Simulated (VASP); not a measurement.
# Tc (Fm-3m) in VASP: further runs

The runs below take Tc through single point, relaxation of cell and atoms, with PBEsol.

Everything below comes from runs of VASP 6.6.1. Logs are shortened: lines on timing, memory, paths and dates and some standing lists are left out, and cuts for length are marked.

## 1. The cell of the first run

Symmetry: Fm-3m, No. 225, cubic system. Conventional cell: a = 3.835 Å, b = 3.835 Å, c = 3.835 Å, α = 90.00°, β = 90.00°, γ = 90.00°. Within 3.6 Å of Tc (site symmetry m-3m) lie 12 Tc at 2.71 Å.

This isn't the form of Tc at room conditions, which is hcp.

## 2. Single point, PBEsol

Input file INCAR:

```
SYSTEM = Tc
ALGO = Normal ; EDIFF = 1E-6
ENCUT = 520 ; GGA = PS
ISIF = 2 ; ISMEAR = -1
LASPH = .TRUE. ; LCHARG = .FALSE.
LREAL = .FALSE. ; LWAVE = .FALSE.
NBANDS = 12 ; NELM = 60
PREC = Accurate ; SIGMA = 0.1
```

Input file KPOINTS:

```
k-points
0
G
  8 8 8
  0 0 0
```

Input file POSCAR:

```
Tc
1.0
    0.0000000000      1.9175859439      1.9175859439
    1.9175859439      0.0000000000      1.9175859439
    1.9175859439      1.9175859439      0.0000000000
Tc
1
Direct
    0.0000000000      0.0000000000      0.0000000000
```

Potentials or basis: VASP PAW PBE potentials, release 64 (Tc_pv).

On the command line:

```
> cat potpaw_PBE.64/Tc_pv/POTCAR > POTCAR
> mpirun -np 1 vasp_std > vasp.out
```

OUTCAR:

```text
SYSTEM = Tc
   EDIFF = 1E-6
   ENCUT = 520
   GGA = PS
   ISIF = 2
   ISMEAR = -1
   LASPH = .TRUE.
   LREAL = .FALSE.
   NELM = 60
   PREC = Accurate

 ion  position               nearest neighbor table
   1  0.000  0.000  0.000-

  LATTYP: Found a face centered cubic cell.
 ALAT       =     3.8351718878

  Lattice vectors:

 A1 = (   0.0000000000,   1.9175859439,   1.9175859439)
 A2 = (   1.9175859439,   0.0000000000,   1.9175859439)
 A3 = (   1.9175859439,   1.9175859439,   0.0000000000)

Analysis of symmetry for initial positions (statically):
=====================================================================
 Subroutine PRICEL returns:
 Original cell was already a primitive cell.

 Routine SETGRP: Setting up the symmetry group for a
 face centered cubic supercell.

 Subroutine GETGRP returns: Found 48 space group operations
 (whereof 48 operations were pure point group operations)
 out of a pool of 48 trial point group operations.

The static configuration has the point symmetry O_h .

Analysis of symmetry for dynamics (positions and initial velocities):
=====================================================================
 Subroutine PRICEL returns:
 Original cell was already a primitive cell.

 Routine SETGRP: Setting up the symmetry group for a
 face centered cubic supercell.

 Subroutine GETGRP returns: Found 48 space group operations
 (whereof 48 operations were pure point group operations)
 out of a pool of 48 trial point group operations.

The dynamic configuration has the point symmetry O_h .

 Subroutine INISYM returns: Found 48 space group operations
 (whereof 48 operations are pure point group operations),
 and found     1 'primitive' translations

----------------------------------------------------------------------------------------

                                     Primitive cell

  volume of cell :      14.1024

  direct lattice vectors                    reciprocal lattice vectors
     0.000000000  1.917585944  1.917585944    -0.260744506  0.260744506  0.260744506
     1.917585944  0.000000000  1.917585944     0.260744506 -0.260744506  0.260744506
     1.917585944  1.917585944  0.000000000     0.260744506  0.260744506 -0.260744506

  length of vectors
     2.711876049  2.711876049  2.711876049     0.451622732  0.451622732  0.451622732

  position of ions in fractional coordinates (direct lattice)
     0.000000000  0.000000000  0.000000000

  ion indices of the primitive-cell ions
   primitive index   ion index
                 1           1

----------------------------------------------------------------------------------------

 KPOINTS: k-points

Automatic generation of k-mesh.
 Grid dimensions read from file:
 generate k-points for:    8    8    8

 Generating k-lattice:

  Cartesian coordinates                     Fractional coordinates (reciprocal lattice)
    -0.032593063  0.032593063  0.032593063     0.125000000  0.000000000  0.000000000
     0.032593063 -0.032593063  0.032593063     0.000000000  0.125000000  0.000000000
     0.032593063  0.032593063 -0.032593063     0.000000000  0.000000000  0.125000000

  Length of vectors
     0.056452842  0.056452842  0.056452842

  Shift w.r.t. Gamma in fractional coordinates (k-lattice)
     0.000000000  0.000000000  0.000000000

 Subroutine IBZKPT returns following result:
 ===========================================

 Found     29 irreducible k-points:

 Following reciprocal coordinates:
            Coordinates               Weight
  0.000000  0.000000  0.000000      1.000000
  0.125000  0.000000  0.000000      8.000000
  0.250000  0.000000  0.000000      8.000000
  0.375000  0.000000  0.000000      8.000000
  0.500000  0.000000  0.000000      4.000000
  0.125000  0.125000  0.000000      6.000000
[... 16 lines left out ...]
  0.500000  0.250000  0.125000     48.000000
 -0.375000  0.250000  0.125000     24.000000
 [... further k-points ...]
   k-points           NKPTS =     29   k-points in BZ     NKDIM =     29   number of bands    NBANDS=     12
   number of dos      NEDOS =    301   number of ions     NIONS =      1
   total plane-waves  NPLWV =   8000
   dimension x,y,z NGX =    20 NGY =   20 NGZ =   20
   dimension x,y,z NGXF=    40 NGYF=   40 NGZF=   40
   ions per type =               1
   NGX,Y,Z   is equivalent  to a cutoff of  12.26, 12.26, 12.26 a.u.
   NGXF,Y,Z  is equivalent  to a cutoff of  24.52, 24.52, 24.52 a.u.
 SYSTEM =  Tc
   PREC   = accura    normal or accurate (medium, high low for compatibility)
   ISTART =      0    job   : 0-new  1-cont  2-samecut
   ICHARG =      2    charge: 1-file 2-atom 10-const
   ISPIN  =      1    spin polarized calculation?
   LNONCOLLINEAR =      F non collinear calculations
   LSORBIT =      F    spin-orbit coupling
   LASPH  =      T    aspherical Exc in radial PAW
   ENCUT  =  520.0 eV  38.22 Ry    6.18 a.u.   5.04  5.04  5.04*2*pi/ulx,y,z
   NELM   =     60;   NELMIN=  2; NELMDL= -5     # of ELM steps
   EDIFF  = 0.1E-05   stopping-criterion for ELM
   LREAL  =      F    real-space projection
   EDIFFG = 0.1E-04   stopping-criterion for IOM
   NSW    =      0    number of steps for IOM
   IBRION =     -1    ionic relax: 0-MD 1-quasi-New 2-CG
   NFREE  =      0    steps in history (QN), initial steepest desc. (CG)
   ISIF   =      2    stress and relaxation
   ISYM   =      2    0-nonsym 1-usesym 2-fastsym
   POTIM  = 0.5000    time-step for ionic-motion
   TEBEG  =    0.0;   TEEND  =   0.0 temperature during run
   PSTRESS=    0.0 pullay stress
   NELECT =      13.0000    total number of electrons
   NUPDOWN=      -1.0000    fix difference up-down
   EMIN   =  10.00;   EMAX   =-10.00  energy-range for DOS
   EFERMI =   0.00;   METHOD = LEGACY
   ISMEAR =    -1;   SIGMA  =   0.10  broadening in eV -4-tet -1-fermi 0-gaus
   EFERMI_NEDOS =   21; number of points for ismear=-14 and -15
   IALGO  =     38    algorithm
   IMIX   =      4    mixing-type and parameters
     AMIX     =   0.40;   BMIX     =  1.00
     AMIX_MAG =   1.60;   BMIX_MAG =  1.00
  volume/ion in A,a.u.               =      14.10        95.17
  Fermi-wavevector in a.u.,A,eV,Ry     =   1.593276  3.010856 34.538791  2.538530
  Thomas-Fermi vector in A             =   2.691531
   LORBIT       =      0    0 simple, 1 ext, 2 COOP (PROOUT), +10 PAW based schemes
   GGA     = PS    functional components
   LHFCALC =     F    Hartree Fock is set to
   AEXX    =    0.0000 exact exchange contribution
   IVDW    =     0    specifies the selected vdW correction
   LEPSILON=     F    determine dielectric tensor
   LRPA    =     F    only Hartree local field effects (RPA)
 non-spin polarized calculation
  energy-cutoff  :      520.00
  volume of cell :       14.10
 maximum number of plane-waves:       392
   NGX =  9   NGY =  9   NGZ =  9

 number of electron      12.9999995 magnetization

 Free energy of the ion-electron system (eV)
  ---------------------------------------------------
  ext. energy  EPLUGINS =         0.00000000
  ---------------------------------------------------
  free energy    TOTEN  =       -11.20045140 eV

  energy without entropy =      -11.16441453  energy(sigma->0) =      -11.18243296

 E-fermi :  12.9549     XC(G=0): -14.0339

 val. band max:       12.9258673183   @ k =  -0.1250   0.1250   0.0000
 cond. band min:      12.9694535449   @ k =   0.5000   0.2500   0.0000
 fundamental gap:      0.0435862266
 Fermi energy:        12.9549497035

 k-point     1 :       0.0000    0.0000    0.0000
  band No.  band energies     occupation
      1     -25.3251      2.00000
      2     -25.3251      2.00000
      3     -25.3251      2.00000
      4       5.3261      2.00000
      5      11.0946      2.00000
      6      11.0946      2.00000
      7      11.0946      2.00000
      8      13.8014      0.00042
      9      13.8014      0.00042
     10      26.9429      0.00000
     11      32.6329      0.00000
     12      32.6329      0.00000

 k-point     2 :       0.1250    0.0000    0.0000
  band No.  band energies     occupation
      1     -25.5341      2.00000
      2     -25.3516      2.00000
      3     -25.3516      2.00000
      4       5.9767      2.00000
      5      10.7446      2.00000
      6      11.3577      2.00000
      7      11.3577      2.00000
      8      13.6348      0.00223
      9      13.6348      0.00223
     10      28.0849      0.00000
     11      30.4520      0.00000
     12      33.7843      0.00000

 k-point     3 :       0.2500    0.0000    0.0000
  band No.  band energies     occupation
      1     -26.0214      2.00000
      2     -25.4146      2.00000
      3     -25.4146      2.00000
      4       7.2235      2.00000
      5      10.6892      2.00000
      6      11.5110      2.00000
      7      11.5110      2.00000
      8      13.9475      0.00010
      9      13.9475      0.00010
     10      27.4303      0.00000
     11      30.1077      0.00000
     12      36.7915      0.00000
[... 286 lines left out ...]
 k-point    23 :       0.5000    0.2500    0.1250
  band No.  band energies     occupation
      1     -26.3837      2.00000
      2     -25.8151      2.00000
      3     -25.5747      2.00000
      4       8.6609      2.00000
      5       9.8080      2.00000
      6      10.5537      2.00000
      7      12.6943      1.86255
      8      14.8431      0.00000
      9      18.2259      0.00000
     10      25.9045      0.00000
     11      29.4824      0.00000
     12      30.5894      0.00000

 k-point    24 :      -0.3750    0.2500    0.1250
  band No.  band energies     occupation
      1     -26.4901      2.00000
      2     -25.8616      2.00000
      3     -25.6162      2.00000
      4       8.6098      2.00000
      5       9.5078      2.00000
      6      11.4141      2.00000
      7      12.3414      1.99568
      8      15.5983      0.00000
      9      20.0883      0.00000
     10      23.2764      0.00000
     11      29.0517      0.00000
     12      30.5503      0.00000

 [... further k-points ...]
[... 5 lines left out ...]
  --------------------------------------------------------------------------------------
  -------------------------------------------------------------------------------------
  Total       -0.0587550     -0.0587550     -0.0587550     -0.0000000     -0.0000000     -0.0000000
  in kB       -6.6751476     -6.6751476     -6.6751476     -0.0000000     -0.0000000     -0.0000000
  external PRESSURE =      -6.6751476 kB  Pullay stress =       0.0000000 kB

 VOLUME and BASIS-vectors are now :
 -----------------------------------------------------------------------------
  energy-cutoff  :      520.00
  volume of cell :       14.10
      direct lattice vectors                 reciprocal lattice vectors
     0.000000000  1.917585944  1.917585944    -0.260744506  0.260744506  0.260744506
     1.917585944  0.000000000  1.917585944     0.260744506 -0.260744506  0.260744506
     1.917585944  1.917585944  0.000000000     0.260744506  0.260744506 -0.260744506

 POSITION                                       TOTAL-FORCE (eV/Angst)
 -----------------------------------------------------------------------------------
      0.00000      0.00000      0.00000         0.000000      0.000000      0.000000
 -----------------------------------------------------------------------------------
    total drift:                                0.000000     -0.000000     -0.000000

  FREE ENERGIE OF THE ION-ELECTRON SYSTEM (eV)
  ---------------------------------------------------
  free  energy   TOTEN  =       -11.2004513967 eV

  energy  without entropy=      -11.1644145299  energy(sigma->0) =      -11.18243296
```

Wall time 2.2 s (1 thread of Intel Xeon 6975P-C (Granite Rapids), shared host); peak memory 0.12 GiB.

Results:

| Quantity | Value |
| --- | --- |
| Free energy | -11.2005 eV |
| Pressure | -0.7 GPa |
| Band gap on the k mesh | zero (an odd number of electrons rules out a gap without spin polarisation) |

Caveat: the PAW data sets were made with another functional, which shifts forces and pressure a little.

## 3. Relaxation of cell and atoms, PBEsol

Input file INCAR:

```
PREC = Accurate
ENCUT = 600
EDIFF = 1E-6
ISMEAR = -1
SIGMA = 0.1
LREAL = F
LASPH = T
NELM = 80
ALGO = Normal
ISIF = 3
LWAVE = F
LCHARG = F
GGA = PS
IBRION = 2
NSW = 80
EDIFFG = -0.03
```

Input file KPOINTS:

```
regular mesh
0
Gamma
  8 8 8
```

POSCAR is that of step 2.

Potentials or basis: VASP PAW PBE potentials, release 64 (Tc_pv).

On the command line:

```
> cat potpaw_PBE.64/Tc_pv/POTCAR > POTCAR
> mpirun -np 1 vasp_std > vasp.out
```

It took 4.9 s on 1 thread of Intel Xeon 6975P-C (Granite Rapids), shared host; peak memory 0.14 GiB.

It converged, with:

```
Free energy                           : -11.2010 eV
Relaxed volume                        : 14.08 Å³/atom
Relaxed cell                          : a = 2.710 Å, b = 2.710 Å, c = 2.710 Å, α = 60.00°, β = 60.00°, γ = 60.00°
Space group after relaxing (to 0.1 Å) : Fm-3m (No. 225)
Energy gained by relaxing             : 0.0 meV/atom
Ionic steps                           : 3
Pressure after relaxing               : 0.0 GPa
Band gap on the k mesh                : zero (an odd number of electrons rules out a gap without spin polarisation)
```

Final structure:
```
CELL_PARAMETERS angstrom
0.00000 1.91645 1.91645
1.91645 0.00000 1.91645
1.91645 1.91645 0.00000
ATOMIC_POSITIONS crystal
Tc 0.00000 0.00000 0.00000
```

Levels at points of the mesh, in eV from the Fermi level:
```tsv
k point	band 4	band 5	band 6	band 7	band 8	band 9	band 10
(0.00, 0.00, 0.00)	-7.64	-1.87	-1.87	-1.87	0.85	0.85	13.99
(0.50, 0.00, 0.00)	-5.71	-2.04	-2.04	1.29	2.96	2.96	11.07
(0.50, 0.50, 0.00)	-6.12	-5.51	2.91	3.56	3.56	3.95	13.18
```

Caveat: the PAW data sets were made with another functional, which shifts forces and pressure a little.

## 4. Single point, PBEsol

Input file INCAR:

```
ALGO     = Normal         # electronic algorithm
EDIFF    = 1E-6           # SCF threshold, eV
ENCUT    = 500            # plane-wave cutoff, eV
GGA      = PS             # functional
GGA_COMPAT= False        
ISIF     = 2              # what is computed and relaxed
ISMEAR   = -1             # smearing method
LASPH    = True           # aspherical terms in the spheres
LCHARG   = True           # write CHGCAR
LELF     = True           # ELF
LREAL    = False          # projectors in reciprocal space
LVHAR    = True         
LWAVE    = False          # write WAVECAR
NBANDS   = 12             # bands
NELM     = 120            # most SCF steps
PREC     = Accurate       # precision mode
SIGMA    = 0.1            # smearing width, eV
```

Input file KPOINTS:

```
k-points
0
Gamma
  8 8 8
```

POSCAR is that of step 3.

On the command line:

```
> cat potpaw_PBE.64/Tc_pv/POTCAR > POTCAR
> mpirun -np 1 vasp_std > vasp.out
```

Run time: 9 s. Hardware: 1 thread of AMD EPYC 7R43 (Zen 3), shared host; peak memory 0.09 GiB.

It converged, with:

```
Free energy            : -11.2003 eV
Pressure               : -0.8 GPa
Band gap on the k mesh : zero (an odd number of electrons rules out a gap without spin polarisation)
```

Levels at points of the mesh, in eV from the Fermi level:
```tsv
k point	band 4	band 5	band 6	band 7	band 8	band 9	band 10	band 11
(0.00, 0.00, 0.00)	-7.63	-1.86	-1.86	-1.86	0.85	0.85	13.99	19.68
(0.50, 0.00, 0.00)	-5.70	-2.04	-2.04	1.28	2.95	2.95	11.04	13.65
(0.50, 0.50, 0.00)	-6.10	-5.50	2.90	3.55	3.55	3.94	13.17	13.17
```

Caveat: the PAW data sets were made with another functional, which shifts forces and pressure a little.

## 5. Relaxation of cell and atoms, PBEsol

This run uses another cell than the first one, of 14.27 Å³/atom.

Input file INCAR:

```
SYSTEM = Tc
PREC = Accurate ; ENCUT = 500
EDIFF = 1E-7 ; ISMEAR = -1
SIGMA = 0.1 ; LREAL = .False.
LASPH = .True. ; NELM = 120
ALGO = Normal ; ISIF = 3
LWAVE = .False. ; LCHARG = .False.
GGA = PS ; IBRION = 2
NSW = 80 ; EDIFFG = -0.03
GGA_COMPAT = .False. ; NELMIN = 4
```

Input file KPOINTS:

```
Automatic mesh
0
Gamma
  8 8 8
  0 0 0
```

Input file POSCAR:

```
Tc
1.0
    0.0000000000      1.9250000000      1.9250000000
    1.9250000000      0.0000000000      1.9250000000
    1.9250000000      1.9250000000      0.0000000000
Tc
1
Direct
    0.0000000000      0.0000000000      0.0000000000
```

On the command line:

```
> cat potpaw_PBE.64/Tc_pv/POTCAR > POTCAR
> mpirun -np 1 vasp_std > vasp.out
```

Wall time 20 s (1 thread of AMD EPYC 7R43 (Zen 3), shared host); peak memory 0.1 GiB.

Results (log left out):

```yaml
Free_energy: -11.2006 eV
Relaxed_volume: 14.07 Å³/atom
Relaxed_cell: a = 2.710 Å, b = 2.710 Å, c = 2.710 Å, α = 60.00°, β = 60.00°, γ = 60.00°
Space_group_after_relaxing_to_0.1_Å: Fm-3m (No. 225)
Energy_gained_by_relaxing: 2.8 meV/atom
Ionic_steps: 3
Pressure_after_relaxing: -0.1 GPa
Band_gap_on_the_k_mesh: zero (an odd number of electrons rules out a gap without spin polarisation)
```

The path:
```tsv
step	energy change (eV)	largest force (eV/Å)	pressure (GPa)	volume (Å³)
1	0.0000	0.0000	-4.46	14.27
2	0.0262	0.0000	16.03	13.46
3	-0.0028	0.0000	-0.09	14.07
```

Final structure:
```
CELL_PARAMETERS angstrom
0.00000 1.91619 1.91619
1.91619 0.00000 1.91619
1.91619 1.91619 0.00000
ATOMIC_POSITIONS crystal
Tc 0.00000 0.00000 0.00000
```

Levels at points of the mesh, in eV from the Fermi level:
| k point | band 3 | band 4 | band 5 | band 6 | band 7 | band 8 | band 9 | band 10 |
| --- | --- | --- | --- | --- | --- | --- | --- | --- |
| (0.00, 0.00, 0.00) | -38.28 | -7.64 | -1.87 | -1.87 | -1.87 | 0.85 | 0.85 | 13.99 |
| (0.50, 0.00, 0.00) | -38.46 | -5.71 | -2.04 | -2.04 | 1.29 | 2.96 | 2.96 | 11.07 |
| (0.50, 0.50, 0.00) | -38.76 | -6.12 | -5.52 | 2.91 | 3.56 | 3.56 | 3.95 | 13.19 |

Caveat: the PAW data sets were made with another functional, which shifts forces and pressure a little.

## 6. Overview

```tsv
task	cell	cutoff (eV)	gap on the mesh (eV)	pressure (GPa)	relaxed volume (Å³/atom)
single point	a = 2.712 Å, angles 60.0°, 1 atom	520	none	-0.7	-
relaxation of cell and atoms	relaxed from a = 2.712 Å, angles 60.0°, 1 atom	600	none	0.0	14.08
single point	a = 2.712 Å, angles 60.0°, 1 atom	500	none	-0.8	-
relaxation of cell and atoms	relaxed from a = 2.722 Å, angles 60.0°, 1 atom	500	none	-0.1	14.07
```

Alike in all rows: level PBEsol; potentials or basis VASP PAW PBE potentials, release 64 (Tc_pv); no spin polarisation; k mesh 8 × 8 × 8; smearing fermi-dirac 0.1 eV.

Caveats: the PAW data sets were made with another functional, which shifts forces and pressure a little.

Absolute energies hang on the potentials; compare differences alone.
